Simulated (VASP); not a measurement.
# Ru (Fm-3m) in VASP: notebook

Ru is run at these levels: PBE; tasks: density of states, electric field gradients.

Program: VASP 6.6.1. These are calculated values, not measurements. Logs are shortened: lines on timing, memory, paths and dates and some standing lists are left out, and cuts for length are marked.

## 1. The cell of the first run

The structure is cubic, space group Fm-3m (No. 225). Conventional cell: a = 3.830 Å, b = 3.830 Å, c = 3.830 Å, α = 90.00°, β = 90.00°, γ = 90.00°. Ru (site symmetry m-3m) has 12 Ru at 2.71 Å within 3.6 Å.

## 2. Density of states, PBE

POSCAR

```
Ru
1.0
    0.0000000000      1.9150000000      1.9150000000
    1.9150000000      0.0000000000      1.9150000000
    1.9150000000      1.9150000000      0.0000000000
Ru
1
Direct
    0.0000000000      0.0000000000      0.0000000000
```

INCAR.step1

```
SYSTEM = Ru
PREC = Accurate
ENCUT = 520
EDIFF = 1E-7
ISMEAR = -1
SIGMA = 0.05
LREAL = .FALSE.
LASPH = .TRUE.
NELM = 100
ALGO = Normal
ISIF = 2
LWAVE = .FALSE.
LCHARG = .TRUE.
LMAXMIX = 4
GGA = PE
NBANDS = 13
```

KPOINTS.step1

```
Automatic mesh
0
G
  16 16 16
  0 0 0
```

INCAR.step2

```
SYSTEM = Ru
PREC = Accurate
ENCUT = 520
EDIFF = 1E-7
ISMEAR = -5
SIGMA = 0.05
LREAL = .FALSE.
LASPH = .TRUE.
NELM = 100
ALGO = Normal
ISIF = 2
LWAVE = .FALSE.
LCHARG = .FALSE.
LMAXMIX = 4
GGA = PE
LORBIT = 11
NEDOS = 1001
ICHARG = 11
```

KPOINTS.step2

```
Automatic mesh
0
G
  24 24 24
  0 0 0
```

Potentials or basis: VASP PAW PBE potentials, release 64 (Ru_pv).

Command:

```
> cat potpaw_PBE.64/Ru_pv/POTCAR > POTCAR
> cp INCAR.step1 INCAR
> cp KPOINTS.step1 KPOINTS
> mpirun -np 1 vasp_std > vasp.out
> cp INCAR.step2 INCAR
> cp KPOINTS.step2 KPOINTS
> mpirun -np 1 vasp_std > vasp.out
```

OUTCAR:

```text
SYSTEM = Ru
   PREC = Accurate
   ENCUT = 520
   EDIFF = 1E-7
   ISMEAR = -5
   LREAL = .FALSE.
   LASPH = .TRUE.
   NELM = 100
   ISIF = 2
   GGA = PE
   LORBIT = 11
   ICHARG = 11

 ion  position               nearest neighbor table
   1  0.000  0.000  0.000-

  LATTYP: Found a face centered cubic cell.
 ALAT       =     3.8300000000

  Lattice vectors:

 A1 = (   0.0000000000,   1.9150000000,   1.9150000000)
 A2 = (   1.9150000000,   0.0000000000,   1.9150000000)
 A3 = (   1.9150000000,   1.9150000000,   0.0000000000)

Analysis of symmetry for initial positions (statically):
=====================================================================
 Subroutine PRICEL returns:
 Original cell was already a primitive cell.

 Routine SETGRP: Setting up the symmetry group for a
 face centered cubic supercell.

 Subroutine GETGRP returns: Found 48 space group operations
 (whereof 48 operations were pure point group operations)
 out of a pool of 48 trial point group operations.

The static configuration has the point symmetry O_h .

Analysis of symmetry for dynamics (positions and initial velocities):
=====================================================================
 Subroutine PRICEL returns:
 Original cell was already a primitive cell.

 Routine SETGRP: Setting up the symmetry group for a
 face centered cubic supercell.

 Subroutine GETGRP returns: Found 48 space group operations
 (whereof 48 operations were pure point group operations)
 out of a pool of 48 trial point group operations.

The dynamic configuration has the point symmetry O_h .

 Subroutine INISYM returns: Found 48 space group operations
 (whereof 48 operations are pure point group operations),
 and found     1 'primitive' translations

----------------------------------------------------------------------------------------

                                     Primitive cell

  volume of cell :      14.0455

  direct lattice vectors                    reciprocal lattice vectors
     0.000000000  1.915000000  1.915000000    -0.261096606  0.261096606  0.261096606
     1.915000000  0.000000000  1.915000000     0.261096606 -0.261096606  0.261096606
     1.915000000  1.915000000  0.000000000     0.261096606  0.261096606 -0.261096606

  length of vectors
     2.708218972  2.708218972  2.708218972     0.452232587  0.452232587  0.452232587

  position of ions in fractional coordinates (direct lattice)
     0.000000000  0.000000000  0.000000000

  ion indices of the primitive-cell ions
   primitive index   ion index
                 1           1

----------------------------------------------------------------------------------------

 KPOINTS: Automatic mesh

Automatic generation of k-mesh.
 Grid dimensions read from file:
 generate k-points for:   24   24   24

 Generating k-lattice:

  Cartesian coordinates                     Fractional coordinates (reciprocal lattice)
    -0.010879025  0.010879025  0.010879025     0.041666667  0.000000000  0.000000000
     0.010879025 -0.010879025  0.010879025     0.000000000  0.041666667  0.000000000
     0.010879025  0.010879025 -0.010879025     0.000000000  0.000000000  0.041666667

  Length of vectors
     0.018843024  0.018843024  0.018843024

  Shift w.r.t. Gamma in fractional coordinates (k-lattice)
     0.000000000  0.000000000  0.000000000

 TETIRR: Found   1864 inequivalent tetrahedra from    82944

 Subroutine IBZKPT returns following result:
 ===========================================

 Found    413 irreducible k-points:

 Following reciprocal coordinates:
            Coordinates               Weight
  0.000000  0.000000  0.000000      1.000000
  0.041667  0.000000  0.000000      8.000000
  0.083333  0.000000  0.000000      8.000000
  0.125000  0.000000  0.000000      8.000000
  0.166667  0.000000  0.000000      8.000000
  0.208333  0.000000  0.000000      8.000000
[... 16 lines left out ...]
  0.416667  0.041667  0.000000     24.000000
  0.458333  0.041667  0.000000     24.000000
 [... further k-points ...]
   k-points           NKPTS =    413   k-points in BZ     NKDIM =    413   number of bands    NBANDS=     11
   number of dos      NEDOS =   1001   number of ions     NIONS =      1
   total plane-waves  NPLWV =   8000
   dimension x,y,z NGX =    20 NGY =   20 NGZ =   20
   dimension x,y,z NGXF=    40 NGYF=   40 NGZF=   40
   ions per type =               1
   NGX,Y,Z   is equivalent  to a cutoff of  12.28, 12.28, 12.28 a.u.
   NGXF,Y,Z  is equivalent  to a cutoff of  24.55, 24.55, 24.55 a.u.
 SYSTEM =  Ru
   PREC   = accura    normal or accurate (medium, high low for compatibility)
   ISTART =      0    job   : 0-new  1-cont  2-samecut
   ICHARG =     11    charge: 1-file 2-atom 10-const
   ISPIN  =      1    spin polarized calculation?
   LNONCOLLINEAR =      F non collinear calculations
   LSORBIT =      F    spin-orbit coupling
   LASPH  =      T    aspherical Exc in radial PAW
   ENCUT  =  520.0 eV  38.22 Ry    6.18 a.u.   5.04  5.04  5.04*2*pi/ulx,y,z
   NELM   =    100;   NELMIN=  2; NELMDL=  0     # of ELM steps
   EDIFF  = 0.1E-06   stopping-criterion for ELM
   LREAL  =      F    real-space projection
   EDIFFG = 0.1E-05   stopping-criterion for IOM
   NSW    =      0    number of steps for IOM
   IBRION =     -1    ionic relax: 0-MD 1-quasi-New 2-CG
   NFREE  =      0    steps in history (QN), initial steepest desc. (CG)
   ISIF   =      2    stress and relaxation
   ISYM   =      2    0-nonsym 1-usesym 2-fastsym
   POTIM  = 0.5000    time-step for ionic-motion
   TEBEG  =    0.0;   TEEND  =   0.0 temperature during run
   PSTRESS=    0.0 pullay stress
   NELECT =      14.0000    total number of electrons
   NUPDOWN=      -1.0000    fix difference up-down
   EMIN   =  10.00;   EMAX   =-10.00  energy-range for DOS
   EFERMI =   0.00;   METHOD = LEGACY
   ISMEAR =    -5;   SIGMA  =   0.05  broadening in eV -4-tet -1-fermi 0-gaus
   EFERMI_NEDOS =   21; number of points for ismear=-14 and -15
   IALGO  =     38    algorithm
   IMIX   =      4    mixing-type and parameters
     AMIX     =   0.40;   BMIX     =  1.00
     AMIX_MAG =   1.60;   BMIX_MAG =  1.00
  volume/ion in A,a.u.               =      14.05        94.78
  Fermi-wavevector in a.u.,A,eV,Ry     =   1.635330  3.090326 36.386117  2.674304
  Thomas-Fermi vector in A             =   2.726821
   LORBIT       =     11    0 simple, 1 ext, 2 COOP (PROOUT), +10 PAW based schemes
   GGA     = PE    functional components
   LHFCALC =     F    Hartree Fock is set to
   AEXX    =    0.0000 exact exchange contribution
   IVDW    =     0    specifies the selected vdW correction
   LEPSILON=     F    determine dielectric tensor
   LRPA    =     F    only Hartree local field effects (RPA)
 non-spin polarized calculation
 Fermi weights with tetrahedron method with Bloechl corrections
  energy-cutoff  :      520.00
  volume of cell :       14.05
 maximum number of plane-waves:       391

 number of electron      13.9999998 magnetization

 Free energy of the ion-electron system (eV)
  ---------------------------------------------------
  ext. energy  EPLUGINS =         0.00000000
  ---------------------------------------------------
  free energy    TOTEN  =        -9.11735737 eV

  energy without entropy =       -9.11735737  energy(sigma->0) =       -9.11735737

 E-fermi :  12.1404     XC(G=0): -13.9090

 val. band max:       12.2148881242   @ k =   0.3333   0.3333   0.0000
 cond. band min:      12.0598370967   @ k =   0.4167   0.2917   0.1250
 fundamental gap:     -0.1550510275
 Fermi energy:        12.1403757191

 k-point     1 :       0.0000    0.0000    0.0000
  band No.  band energies     occupation
      1     -30.2779      2.00000
      2     -30.2779      2.00000
      3     -30.2779      2.00000
      4       4.4422      2.00000
      5       9.6940      2.00000
      6       9.6940      2.00000
      7       9.6940      2.00000
      8      12.0197      2.00000
      9      12.0197      2.00000
     10      22.7224      0.00000
     11      27.2228      0.00000

 k-point     2 :       0.0417    0.0000    0.0000
  band No.  band energies     occupation
      1     -30.2949      2.00000
      2     -30.2801      2.00000
      3     -30.2801      2.00000
      4       4.5144      2.00000
      5       9.6562      2.00000
      6       9.7244      2.00000
      7       9.7244      2.00000
      8      12.0001      2.00000
      9      12.0001      2.00000
     10      22.7223      0.00000
     11      27.3424      0.00000

 k-point     3 :       0.0833    0.0000    0.0000
  band No.  band energies     occupation
      1     -30.3446      2.00000
      2     -30.2866      2.00000
      3     -30.2866      2.00000
      4       4.7259      2.00000
      5       9.5531      2.00000
      6       9.8093      2.00000
      7       9.8093      2.00000
      8      11.9501      2.00000
      9      11.9501      2.00000
     10      22.7222      0.00000
     11      27.6836      0.00000

 k-point     4 :       0.1250    0.0000    0.0000
  band No.  band energies     occupation
      1     -30.4232      2.00000
      2     -30.2970      2.00000
      3     -30.2970      2.00000
      4       5.0588      2.00000
      5       9.4150      2.00000
      6       9.9280      2.00000
      7       9.9280      2.00000
      8      11.8963      2.00000
      9      11.8963      2.00000
     10      22.7222      0.00000
     11      28.1900      0.00000
[... 239 lines left out ...]
 k-point    22 :       0.3750    0.0417    0.0000
  band No.  band energies     occupation
      1     -31.0638      2.00000
      2     -30.3959      2.00000
      3     -30.3862      2.00000
      4       6.5297      2.00000
      5       9.7296      2.00000
      6       9.8603      2.00000
      7      10.9381      2.00000
      8      13.1433      0.00000
      9      13.2892      0.00000
     10      22.7211      0.00000
     11      24.3122      0.00000

 k-point    23 :       0.4167    0.0417    0.0000
  band No.  band energies     occupation
      1     -31.1439      2.00000
      2     -30.4050      2.00000
      3     -30.4000      2.00000
      4       6.4687      2.00000
      5       9.6224      2.00000
      6       9.7544      2.00000
      7      11.6837      2.10738
      8      13.5690      0.00000
      9      13.6299      0.00000
     10      22.7178      0.00000
     11      23.2221      0.00000

 k-point    24 :       0.4583    0.0417    0.0000
  band No.  band energies     occupation
      1     -31.1982      2.00000
      2     -30.4106      2.00000
      3     -30.4100      2.00000
      4       6.4134      2.00000
      5       9.5509      2.00000
      6       9.6756      2.00000
      7      12.2758      0.77405
      8      13.7491      0.00000
      9      14.0727      0.00000
     10      22.3104      0.00000
     11      22.7285      0.00000

 [... further k-points ...]

------------------------ aborting loop because EDIFF is reached ----------------------------------------

  FORCE on cell =-STRESS in cart. coord.  units (eV):
  Direction    XX          YY          ZZ          XY          YZ          ZX
  --------------------------------------------------------------------------------------
  -------------------------------------------------------------------------------------
  Total       -0.4333414     -0.4333414     -0.4333414      0.0000000      0.0000000     -0.0000000
  in kB      -49.4315706    -49.4315706    -49.4315706      0.0000000      0.0000000     -0.0000000
  external PRESSURE =     -49.4315706 kB  Pullay stress =       0.0000000 kB

 VOLUME and BASIS-vectors are now :
 -----------------------------------------------------------------------------
  energy-cutoff  :      520.00
  volume of cell :       14.05
      direct lattice vectors                 reciprocal lattice vectors
     0.000000000  1.915000000  1.915000000    -0.261096606  0.261096606  0.261096606
     1.915000000  0.000000000  1.915000000     0.261096606 -0.261096606  0.261096606
     1.915000000  1.915000000  0.000000000     0.261096606  0.261096606 -0.261096606

 POSITION                                       TOTAL-FORCE (eV/Angst)
 -----------------------------------------------------------------------------------
      0.00000      0.00000      0.00000         0.000000      0.000000      0.000000
 -----------------------------------------------------------------------------------
    total drift:                                0.000000     -0.000000      0.000000

  FREE ENERGIE OF THE ION-ELECTRON SYSTEM (eV)
  ---------------------------------------------------
  free  energy   TOTEN  =        -9.1173573653 eV

  energy  without entropy=       -9.1173573653  energy(sigma->0) =       -9.11735737

 total charge

# of ion       s       p       d       tot
------------------------------------------
    1        0.395   6.287   5.918  12.600
```

Wall time 37 s (1 thread of Intel Xeon Platinum 8259CL at 2.50GHz (Skylake/Cascade Lake), shared host); peak memory 0.17 GiB.

What came out:

| Property | Result |
| --- | --- |
| Valence electrons inside the program's atomic spheres | Ru 12.60 |

Caveat: tetrahedron occupations give inexact forces and stress in metals.

(Continued in part 2 of 3.)
